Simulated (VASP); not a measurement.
Wanted: the native input for a VASP 6.6.1 run.

```yaml
Task: single point
Functional: PBEsol
Potentials_or_basis: VASP PAW PBE potentials, release 64 (Co, O)
Cutoff: 520 eV
k_mesh: 18 × 18 × 18
Occupations: gaussian, width 0.15 eV
Spin: collinear spin, ferromagnetic start
Starting_moments: "[2.64, 0.33] μB"
Dipole_correction: no
Further_INCAR_settings: ALGO = Normal; EDIFF = 1e-06; NBANDS = 18
```

The structure of CoO lies in POSCAR:

```
CoO
1.0
    1.5054695445      0.8691832468      2.4399269062
   -1.5054695445      0.8691832468      2.4399269062
    0.0000000000     -1.7383664936      2.4399269062
Co O
1 1
Direct
    0.0000000000      0.0000000000      0.0000000000
    0.5034154029      0.5034154029      0.5034154029
```

The input as run:

INCAR

```
  ALGO = Normal
  EDIFF = 1E-6
  ENCUT = 520
  GGA = PS
  ISIF = 2
  ISMEAR = 0
  ISPIN = 2
  LASPH = T
  LCHARG = F
  LMAXMIX = 4
  LORBIT = 11
  LREAL = F
  LWAVE = F
  MAGMOM = 2.64 0.33
  NBANDS = 18
  NELM = 150
  PREC = Accurate
  SIGMA = 0.15
```

KPOINTS

```
k-points
0
Gamma
  18 18 18
```

Potentials or basis: VASP PAW PBE potentials, release 64 (Co, O).

Run with:

```console
$ cat potpaw_PBE.64/Co/POTCAR potpaw_PBE.64/O/POTCAR > POTCAR
$ mpirun -np 1 vasp_std > vasp.out
```

It gave:

```yaml
Pressure: -9.6 GPa
Net_moment: 2.91 μB per cell
Site_moments: Co +2.54; O +0.31 μB
Valence_electrons_inside_the_program's_atomic_spheres: Co 7.82; O 4.95
```

Caveat: the cell stands under tension; the PAW data sets were made with another functional, which shifts forces and pressure a little; a cell with one magnetic atom can't hold antiferromagnetic order, which such compounds often take.

It took 5.1 min on 1 thread of AMD EPYC 9R45 96-Core Processor (Zen 5) (shared host), peak memory 0.37 GiB.
